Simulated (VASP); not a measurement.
MnS:

```
Mn S
1.0
     0.00000    2.65558    2.65558
     2.65558    0.00000    2.65558
     2.65558    2.65558    0.00000
Mn S
1 1
Cartesian
  0.0000 0.0000 0.0000
  2.6556 2.6556 2.6556
```

Base run:

```yaml
Program: VASP 6.6.1
Functional: PBE
Dispersion: D3(BJ)
Potentials_or_basis: VASP PAW PBE potentials, release 64 (Mn_pv, S)
Cutoff: 520 eV
k_mesh: 9 × 9 × 9
Occupations: fermi-dirac, width 0.05 eV
Spin: collinear spin, ferromagnetic start
Starting_moments: "[4.0, 0.0] μB"
```

Its results: pressure -9.0 GPa; net moment 4.83 μB per cell; site moments Mn +4.35; S +0.11 μB.

Question: The run is repeated on the same cell with these changes: functional from PBE to PBE exchange alone; dispersion from D3(BJ) to none. What comes out?

Answer: Pressure 8.2 GPa; net moment 4.95 μB per cell; site moments Mn +4.46; S +0.11 μB.

Several settings changed at once.

Caveats: a cell with one magnetic atom can't hold antiferromagnetic order, which such compounds often take; the cell stands under tension (at least some runs); the cell stands under pressure (at least some runs).
